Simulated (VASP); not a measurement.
Runs of VASP 6.6.1 on Mg2NCl. The structure is trigonal, space group R-3m (No. 166). The conventional cell has a = 3.293 Å, b = 3.293 Å, c = 17.814 Å, α = 90.00°, β = 90.00°, γ = 120.00°. Mg (site symmetry 3m) has 3 N at 2.15 Å and 3 Cl at 2.74 Å and 3 Mg at 2.76 Å within 2.8 Å. N (site symmetry -3m) has 6 Mg at 2.15 Å within 2.8 Å. Within 3.6 Å of Cl (site symmetry -3m) lie 6 Mg at 2.74 Å and 6 Cl at 3.29 Å and 6 N at 3.53 Å. 

```csv
level,k mesh,smearing,grid for exact exchange (PRECFOCK),share of exact exchange,screening parameter,gap on the mesh (eV),pressure (GPa),largest force (eV/Å)
PBEsol+D4,6 × 6 × 6,gaussian 0.01 eV,-,-,-,2.34,-1.8,0.01
PBEsol,6 × 6 × 6,methfessel-paxton 0.336 eV,-,-,-,2.34,-0.6,0.03
PBEsol+D3(BJ),6 × 6 × 6,gaussian 0.01 eV,-,-,-,2.34,-3.5,0.03
HSE06,4 × 4 × 4,gaussian 0.01 eV,Normal,0.25,0.2079 1/Å,(a),-0.5,0.12
PBEsol,6 × 6 × 6,gaussian 0.05 eV,-,-,-,2.34,-0.5,0.03
PBEsol,6 × 6 × 6,gaussian 0.2 eV,-,-,-,2.34,-0.6,0.03
PBEsol,6 × 6 × 6,fermi-dirac 0.001 eV,-,-,-,2.34,-0.6,0.03
r2SCAN,6 × 6 × 6,gaussian 0.01 eV,-,-,-,3.08,-0.5,0.07
PBEsol,6 × 6 × 6,gaussian 0.5 eV,-,-,-,2.34,-0.6,0.03
PBEsol,6 × 6 × 6,gaussian 0.01 eV,-,-,-,2.34,-0.5,0.03
```

Alike in all rows: task single point; potentials or basis VASP PAW PBE potentials, release 64 (Mg, N, Cl); no spin polarisation; cell as given; cutoff (eV) 520.

Question: Estimate the missing entries.

Answer: (a) 3.60.

Caveats: some runs use coarse meshes; the PAW data sets were made with another functional, which shifts forces and pressure a little; the cell stands under tension (at least some runs).

A k mesh can miss the band edges.
